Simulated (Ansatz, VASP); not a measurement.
Ga in VASP and in Ansatz

POSCAR

```
Ga
1.0
    3.0857560482      0.0000000000      0.0000000000
   -1.5428780241      2.6723431276      0.0000000000
    0.0000000000      0.0000000000      9.9521722999
Ga
4
Direct
    0.0000000000      0.0000000000      0.0000000000
    0.0000000000      0.0000000000      0.5000000000
    0.3333333333      0.6666666667      0.7500000000
    0.6666666667      0.3333333333      0.2500000000
```

The input INCAR.step1:

```
SYSTEM = Ga
PREC = Accurate
ENCUT = 600
ISMEAR = 0
SIGMA = 0.1
LREAL = .False.
LASPH = .True.
NELM = 100
GGA = PE
ALGO = Normal
EDIFF = 1E-4
LWAVE = .True.
LCHARG = .False.
```

File INCAR.step2:

```
SYSTEM = Ga
PREC = Accurate
ENCUT = 600
EDIFF = 1E-6
ISMEAR = 0
SIGMA = 0.1
LREAL = .False.
LASPH = .True.
NELM = 100
ALGO = Normal
ISIF = 3
LWAVE = .False.
LCHARG = .False.
METAGGA = R2SCAN
LMIXTAU = .True.
IBRION = 2
NSW = 90
EDIFFG = -0.04
ISTART = 1
```

The input KPOINTS:

```
Automatic mesh
0
Gamma
  6 6 2
  0 0 0
```

Input for Ansatz:

```yaml
crystal:
  lattice:
    - [3.0857560482, 0.0, 0.0]
    - [-1.5428780241, 2.6723431276, 0.0]
    - [0.0, 0.0, 9.9521722999]
  atoms:
    - { symbol: Ga, position: [0.0, 0.0, 0.0] }
    - { symbol: Ga, position: [0.0, 0.0, 0.5] }
    - { symbol: Ga, position: [0.3333333333, 0.6666666667, 0.75] }
    - { symbol: Ga, position: [0.6666666667, 0.3333333333, 0.25] }
basis:
  ecutwfc: 500
kpoints:
  mp_grid: { grid: [6, 6, 2] }
hamiltonian:
  xc: r2scan
scf:
  occupations: { method: gaussian, width: 0.1 }
  lower_state_search: "off"
output:
  forces: true
  stress: true
  eigenvalues: true
relax:
  adjacent_minimum: "off"
  f_tol: 0.04
  max_steps: 70
  cell: { stress_tol: 0.4 }
```

Alike in both runs: task relaxation of cell and atoms; functional r2SCAN; k mesh 6 × 6 × 2; occupations gaussian, width 0.1 eV; no spin polarisation.

|  | VASP | Ansatz |
| --- | --- | --- |
| version | VASP 6.6.1 | Ansatz 0.2.0 |
| potentials or method | VASP PAW PBE potentials, release 64 (Ga_d), cutoff 600 eV | scalar-relativistic, plane waves, PAW |
| valence electrons in the cell | 52 | 52 |

Ansatz gave:

```
gap on the k mesh at the Fermi level, each at its own relaxed structure (eV) : none
relaxed volume (Å³/atom)                                                     : 17.77
relaxed cell length with the largest relative difference (Å)                 : 2.906
```

Estimate VASP's values.

gap on the k mesh at the Fermi level, each at its own relaxed structure (eV): none; relaxed volume (Å³/atom): 17.66; relaxed cell length with the largest relative difference (Å): 2.899.

VASP's potentials were made for PBE, not for r2SCAN. A gap of «none» marks a metal or a gap that the smearing closes.

The k mesh is coarse, so the values compare programs but aren't converged.
